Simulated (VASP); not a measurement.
# GaSb2 (P-3m1) in VASP: relaxation of cell and atoms with PBE

Aim: the relaxation of cell and atoms of GaSb2 with PBE.

Program: VASP 6.6.1. These are calculated values, not measurements. Logs are shortened: lines on timing, memory, paths and dates and some standing lists are left out, and cuts for length are marked.

**1. The cell of the first run**

It takes space group P-3m1 (No. 164, trigonal). The conventional cell has a = 3.233 Å, b = 3.233 Å, c = 7.874 Å, α = 90.00°, β = 90.00°, γ = 120.00°. Within 4.3 Å of Ga (site symmetry -3m) lie 6 Ga at 3.23 Å and 6 Sb at 3.25 Å. Within 4.2 Å of Sb (site symmetry 3m) lie 9 Sb at 3.16 to 3.23 Å and 3 Ga at 3.25 Å.

The cell was generated, and may not be a known phase.

**2. Relaxation of cell and atoms, PBE**

File INCAR:

```
PREC = Accurate
ENCUT = 500
EDIFF = 1E-7
ISMEAR = 0
SIGMA = 0.1
LREAL = False
LASPH = True
NELM = 120
ALGO = Normal
ISIF = 3
LWAVE = False
LCHARG = False
GGA = PE
IBRION = 2
NSW = 90
EDIFFG = -0.04
GGA_COMPAT = False
NELMIN = 4
```

File KPOINTS:

```
Automatic mesh
0
Gamma
  6 6 2
```

File POSCAR:

```
GaSb2
1.0
    3.2325754000      0.0000000000      0.0000000000
   -1.6162877000      2.7994924100      0.0000000000
    0.0000000000      0.0000000000      7.8735209700
Ga Sb
1 2
Direct
    0.0000000000      0.0000000000      0.0000000000
    0.3333333300      0.6666666700      0.6621415000
    0.6666666700      0.3333333300      0.3378585000
```

Potentials or basis: VASP PAW PBE potentials, release 64 (Ga_d, Sb_d_GW).

Started as:

```console
$ cat potpaw_PBE.64/Ga_d/POTCAR potpaw_PBE.64/Sb_d_GW/POTCAR > POTCAR
$ mpirun -np 1 vasp_std > vasp.out
```

OUTCAR:

```text
PREC = Accurate
   ENCUT = 500
   EDIFF = 1E-7
   ISMEAR = 0
   LREAL = False
   LASPH = True
   NELM = 120
   ISIF = 3
   GGA = PE
   IBRION = 2
   NSW = 90
   EDIFFG = -0.04
   NELMIN = 4

 ion  position               nearest neighbor table
   1  0.000  0.000  0.000-
   2  0.333  0.667  0.662-   3 3.16   3 3.16   3 3.16
   3  0.667  0.333  0.338-   2 3.16   2 3.16   2 3.16

  LATTYP: Found a hexagonal cell.
 ALAT       =     3.2325754000
 C/A-ratio  =     2.4356805320

  Lattice vectors:

 A1 = (   3.2325754000,   0.0000000000,   0.0000000000)
 A2 = (  -1.6162877000,   2.7994924100,   0.0000000000)
 A3 = (   0.0000000000,   0.0000000000,   7.8735209700)

Analysis of symmetry for initial positions (statically):
=====================================================================
 Subroutine PRICEL returns:
 Original cell was already a primitive cell.

 Routine SETGRP: Setting up the symmetry group for a
 hexagonal supercell.

 Subroutine GETGRP returns: Found 12 space group operations
 (whereof 12 operations were pure point group operations)
 out of a pool of 24 trial point group operations.

The static configuration has the point symmetry D_3d.

Analysis of symmetry for dynamics (positions and initial velocities):
=====================================================================
 Subroutine PRICEL returns:
 Original cell was already a primitive cell.

 Routine SETGRP: Setting up the symmetry group for a
 hexagonal supercell.

 Subroutine GETGRP returns: Found 12 space group operations
 (whereof 12 operations were pure point group operations)
 out of a pool of 24 trial point group operations.

The dynamic configuration has the point symmetry D_3d.

 Subroutine INISYM returns: Found 12 space group operations
 (whereof 12 operations are pure point group operations),
 and found     1 'primitive' translations

----------------------------------------------------------------------------------------

                                     Primitive cell

  volume of cell :      71.2520

  direct lattice vectors                    reciprocal lattice vectors
     3.232575400  0.000000000  0.000000000     0.309350866  0.178603806  0.000000000
    -1.616287700  2.799492410  0.000000000     0.000000000  0.357207613  0.000000000
     0.000000000  0.000000000  7.873520970     0.000000000  0.000000000  0.127007981

  length of vectors
     3.232575400  3.232575395  7.873520970     0.357207612  0.357207613  0.127007981

  position of ions in fractional coordinates (direct lattice)
     0.000000000  0.000000000  0.000000000
     0.333333330  0.666666670  0.662141500
     0.666666670  0.333333330  0.337858500

  ion indices of the primitive-cell ions
   primitive index   ion index
                 1           1
                 2           2
                 3           3

----------------------------------------------------------------------------------------

 KPOINTS: Automatic mesh

Automatic generation of k-mesh.
 Grid dimensions read from file:
 generate k-points for:    6    6    2

 Generating k-lattice:

  Cartesian coordinates                     Fractional coordinates (reciprocal lattice)
     0.051558478  0.029767301  0.000000000     0.166666667  0.000000000  0.000000000
     0.000000000  0.059534602  0.000000000     0.000000000  0.166666667  0.000000000
     0.000000000  0.000000000  0.063503990     0.000000000  0.000000000  0.500000000

  Length of vectors
     0.059534602  0.059534602  0.063503990

  Shift w.r.t. Gamma in fractional coordinates (k-lattice)
     0.000000000  0.000000000  0.000000000

 Subroutine IBZKPT returns following result:
 ===========================================

 Found     14 irreducible k-points:

 Following reciprocal coordinates:
            Coordinates               Weight
  0.000000  0.000000  0.000000      1.000000
  0.166667 -0.000000  0.000000      6.000000
  0.333333 -0.000000  0.000000      6.000000
  0.500000 -0.000000  0.000000      3.000000
  0.166667  0.166667  0.000000      6.000000
  0.333333  0.166667  0.000000     12.000000
  0.333333  0.333333  0.000000      2.000000
  0.000000  0.000000  0.500000      1.000000
  0.166667 -0.000000  0.500000      6.000000
  0.333333 -0.000000  0.500000      6.000000
  0.500000 -0.000000  0.500000      3.000000
  0.166667  0.166667  0.500000      6.000000
  0.333333  0.166667  0.500000     12.000000
  0.333333  0.333333  0.500000      2.000000
   k-points           NKPTS =     14   k-points in BZ     NKDIM =     14   number of bands    NBANDS=     25
   number of dos      NEDOS =    301   number of ions     NIONS =      3
   total plane-waves  NPLWV =  34560
   dimension x,y,z NGX =    24 NGY =   24 NGZ =   60
   dimension x,y,z NGXF=    48 NGYF=   48 NGZF=  120
   ions per type =               1   2
   NGX,Y,Z   is equivalent  to a cutoff of  12.34, 12.34, 12.67 a.u.
   NGXF,Y,Z  is equivalent  to a cutoff of  24.69, 24.69, 25.34 a.u.
 SYSTEM =  unknown system
   PREC   = accura    normal or accurate (medium, high low for compatibility)
   ISTART =      0    job   : 0-new  1-cont  2-samecut
   ICHARG =      2    charge: 1-file 2-atom 10-const
   ISPIN  =      1    spin polarized calculation?
   LNONCOLLINEAR =      F non collinear calculations
   LSORBIT =      F    spin-orbit coupling
   LASPH  =      T    aspherical Exc in radial PAW
   ENCUT  =  500.0 eV  36.75 Ry    6.06 a.u.   5.89  5.89 14.36*2*pi/ulx,y,z
   NELM   =    120;   NELMIN=  4; NELMDL= -5     # of ELM steps
   EDIFF  = 0.1E-06   stopping-criterion for ELM
   LREAL  =      F    real-space projection
   EDIFFG = -.4E-01   stopping-criterion for IOM
   NSW    =     90    number of steps for IOM
   IBRION =      2    ionic relax: 0-MD 1-quasi-New 2-CG
   NFREE  =      1    steps in history (QN), initial steepest desc. (CG)
   ISIF   =      3    stress and relaxation
   ISYM   =      2    0-nonsym 1-usesym 2-fastsym
   POTIM  = 0.5000    time-step for ionic-motion
   TEBEG  =    0.0;   TEEND  =   0.0 temperature during run
   PSTRESS=    0.0 pullay stress
   NELECT =      43.0000    total number of electrons
   NUPDOWN=      -1.0000    fix difference up-down
   EMIN   =  10.00;   EMAX   =-10.00  energy-range for DOS
   EFERMI =   0.00;   METHOD = LEGACY
   ISMEAR =     0;   SIGMA  =   0.10  broadening in eV -4-tet -1-fermi 0-gaus
   EFERMI_NEDOS =   21; number of points for ismear=-14 and -15
   IALGO  =     38    algorithm
   IMIX   =      4    mixing-type and parameters
     AMIX     =   0.40;   BMIX     =  1.00
     AMIX_MAG =   1.60;   BMIX_MAG =  1.00
  volume/ion in A,a.u.               =      23.75       160.28
  Fermi-wavevector in a.u.,A,eV,Ry     =   1.383456  2.614353 26.040875  1.913950
  Thomas-Fermi vector in A             =   2.508052
   LORBIT       =      0    0 simple, 1 ext, 2 COOP (PROOUT), +10 PAW based schemes
   GGA     = PE    functional components
   LHFCALC =     F    Hartree Fock is set to
   AEXX    =    0.0000 exact exchange contribution
   IVDW    =     0    specifies the selected vdW correction
   LEPSILON=     F    determine dielectric tensor
   LRPA    =     F    only Hartree local field effects (RPA)
 conjugate gradient relaxation of ions
 non-spin polarized calculation
 Gauss-broadening in eV      SIGMA  =   0.10
  energy-cutoff  :      500.00
  volume of cell :       71.25
 maximum number of plane-waves:      1824
 NGX is ok and might be reduce to    24
   NGX = 11   NGY = 11   NGZ = 29

--------------------------------------- Ionic step        1  -------------------------------------------

 number of electron      42.9999979 magnetization

 Free energy of the ion-electron system (eV)
  ---------------------------------------------------
  ext. energy  EPLUGINS =         0.00000000
  ---------------------------------------------------
  free energy    TOTEN  =       -10.46891161 eV

  energy without entropy =      -10.45428577  energy(sigma->0) =      -10.46159869

------------------------ aborting loop because EDIFF is reached ----------------------------------------

  FORCE on cell =-STRESS in cart. coord.  units (eV):
  Direction    XX          YY          ZZ          XY          YZ          ZX
  --------------------------------------------------------------------------------------
  -------------------------------------------------------------------------------------
  Total        1.9996874      1.9996874      3.1210796     -0.0000000      0.0000000     -0.0000000
  in kB       44.9651199     44.9651197     70.1808264     -0.0000000      0.0000000     -0.0000000
  external PRESSURE =      53.3703554 kB  Pullay stress =       0.0000000 kB

 VOLUME and BASIS-vectors are now :
 -----------------------------------------------------------------------------
  energy-cutoff  :      500.00
  volume of cell :       71.25
      direct lattice vectors                 reciprocal lattice vectors
     3.232575400  0.000000000  0.000000000     0.309350866  0.178603806  0.000000000
    -1.616287700  2.799492410  0.000000000     0.000000000  0.357207613  0.000000000
     0.000000000  0.000000000  7.873520970     0.000000000  0.000000000  0.127007981
[... 75 lines left out ...]
 POSITION                                       TOTAL-FORCE (eV/Angst)
 -----------------------------------------------------------------------------------
      0.00000      0.00000      8.18825        -0.000000      0.000000      0.000000
     -0.00000      1.91413      5.45138         0.000000      0.000000      0.263871
      1.65768      0.95706      2.73687        -0.000000      0.000000     -0.263871
 -----------------------------------------------------------------------------------
    total drift:                                0.000000      0.000000     -0.000000

  FREE ENERGIE OF THE ION-ELECTRON SYSTEM (eV)
  ---------------------------------------------------
  free  energy   TOTEN  =       -10.5975676020 eV

  energy  without entropy=      -10.5841784958  energy(sigma->0) =      -10.59087305

[... ionic steps 4 to 7 ...]

--------------------------------------- Ionic step        8  -------------------------------------------

 number of electron      43.0000065 magnetization

------------------------ aborting loop because EDIFF is reached ----------------------------------------

  FORCE on cell =-STRESS in cart. coord.  units (eV):
  Direction    XX          YY          ZZ          XY          YZ          ZX
  --------------------------------------------------------------------------------------
  -------------------------------------------------------------------------------------
  Total       -0.0211325     -0.0211325      0.0388026     -0.0000000      0.0000000      0.0000000
  in kB       -0.4429925     -0.4429925      0.8134031     -0.0000000      0.0000000      0.0000000
  external PRESSURE =      -0.0241940 kB  Pullay stress =       0.0000000 kB

 VOLUME and BASIS-vectors are now :
 -----------------------------------------------------------------------------
  energy-cutoff  :      500.00
  volume of cell :       76.43
      direct lattice vectors                 reciprocal lattice vectors
     3.299522197  0.000000000 -0.000000000     0.303074185  0.174979963 -0.000000000
    -1.649761099  2.857470037 -0.000000000    -0.000000000  0.349959925 -0.000000000
     0.000000000  0.000000000  8.106498016     0.000000000  0.000000000  0.123357829
[... 38 lines left out ...]
 POSITION                                       TOTAL-FORCE (eV/Angst)
 -----------------------------------------------------------------------------------
     -1.65258      2.86235      8.05783         0.000000     -0.000000      0.000000
     -0.00000      1.90823      5.45389         0.000000      0.000000      0.046008
      1.65258      0.95412      2.60394        -0.000000     -0.000000     -0.046008
 -----------------------------------------------------------------------------------
    total drift:                               -0.000000     -0.000000      0.000000

  FREE ENERGIE OF THE ION-ELECTRON SYSTEM (eV)
  ---------------------------------------------------
  free  energy   TOTEN  =       -10.6217929524 eV

  energy  without entropy=      -10.6134017906  energy(sigma->0) =      -10.61759737

--------------------------------------- Ionic step       10  -------------------------------------------

 number of electron      43.0000028 magnetization

 Free energy of the ion-electron system (eV)
  ---------------------------------------------------
  ext. energy  EPLUGINS =         0.00000000
  ---------------------------------------------------
  free energy    TOTEN  =       -10.62332605 eV

  energy without entropy =      -10.61525289  energy(sigma->0) =      -10.61928947

 E-fermi :   5.5681     XC(G=0): -10.4977

 val. band max:        5.4842598697   @ k =   0.1667   0.1667   0.0000
 cond. band min:       5.6638093582   @ k =   0.3333   0.1667   0.0000
 fundamental gap:      0.1795494885
 Fermi energy:         5.5680858925

 k-point     1 :       0.0000    0.0000    0.0000
  band No.  band energies     occupation
      1     -23.5655      2.00000
      2     -23.5655      2.00000
      3     -23.5644      2.00000
      4     -23.5644      2.00000
      5     -23.5436      2.00000
      6     -23.5359      2.00000
[... 17 lines left out ...]
     24      10.8779      0.00000
     25      12.9412      0.00000
[... 384 lines left out ...]
 POSITION                                       TOTAL-FORCE (eV/Angst)
 -----------------------------------------------------------------------------------
      0.00000      0.00000     -0.00000        -0.000000     -0.000000      0.000000
     -0.00000      1.90579      5.48696         0.000000      0.000000      0.034920
      1.65046      0.95289      2.59573        -0.000000     -0.000000     -0.034920
 -----------------------------------------------------------------------------------
    total drift:                                0.000000      0.000000      0.000000

  FREE ENERGIE OF THE ION-ELECTRON SYSTEM (eV)
  ---------------------------------------------------
  free  energy   TOTEN  =       -10.6233260492 eV

  energy  without entropy=      -10.6152528857  energy(sigma->0) =      -10.61928947

 reached required accuracy - stopping structural energy minimisation
```

It took 2.5 min on 1 thread of Intel Xeon 6975P-C (Granite Rapids), shared host; peak memory 0.2 GiB.

What came out:

```
Free energy                           : -10.6233 eV
Relaxed volume                        : 25.42 Å³/atom
Relaxed cell                          : a = 3.301 Å, b = 3.301 Å, c = 8.083 Å, α = 90.00°, β = 90.00°, γ = 120.00°
Space group after relaxing (to 0.1 Å) : P-3m1 (No. 164)
Energy gained by relaxing             : 51.5 meV/atom
Ionic steps                           : 10
Pressure after relaxing               : 0.0 GPa
Largest force after relaxing          : 0.035 eV/Å
Band gap on the k mesh                : zero (an odd number of electrons rules out a gap without spin polarisation)
```

Forces on the atoms (eV/Å):
```
Ga   0.000  0.000  0.000
Sb   0.000  0.000  0.035
Sb   0.000  0.000 -0.035
```

Step by step:
```csv
step,energy change (eV),largest force (eV/Å),pressure (GPa),volume (Å³)
1,0.0000,0.7319,5.34,71.25
2,-0.1214,0.1730,-1.59,79.72
3,-0.1287,0.2639,-0.45,77.94
4,-0.1379,0.1894,-0.24,77.46
5,-0.1410,0.1249,0.00,77.06
6,-0.1410,0.1173,0.03,77.00
7,-0.1452,0.0971,0.00,76.86
8,-0.1522,0.0561,0.00,76.43
9,-0.1529,0.0460,0.05,76.23
10,-0.1544,0.0349,-0.03,76.27
```

Final structure:
```yaml
crystal:
  lattice:
    - [3.30092, 0.00000, 0.00000]
    - [-1.65046, 2.85868, 0.00000]
    - [0.00000, 0.00000, 8.08269]
  atoms:
    - { symbol: Ga, position: [0.00000, 0.00000, 0.00000] }
    - { symbol: Sb, position: [0.33333, 0.66667, 0.67885] }
    - { symbol: Sb, position: [0.66667, 0.33333, 0.32115] }
```

Caveat: the k points lie up to 0.39 Å⁻¹ apart in the final cell, too coarse for converged energies and pressures of a metal; spin-orbit coupling is left out, which moves the levels of the heavy elements; an odd number of electrons without spin polarisation forces a metal; a magnetic or distorted state may lie lower.

The gap in the log of VASP goes by the Fermi energy; the results here count the filled bands.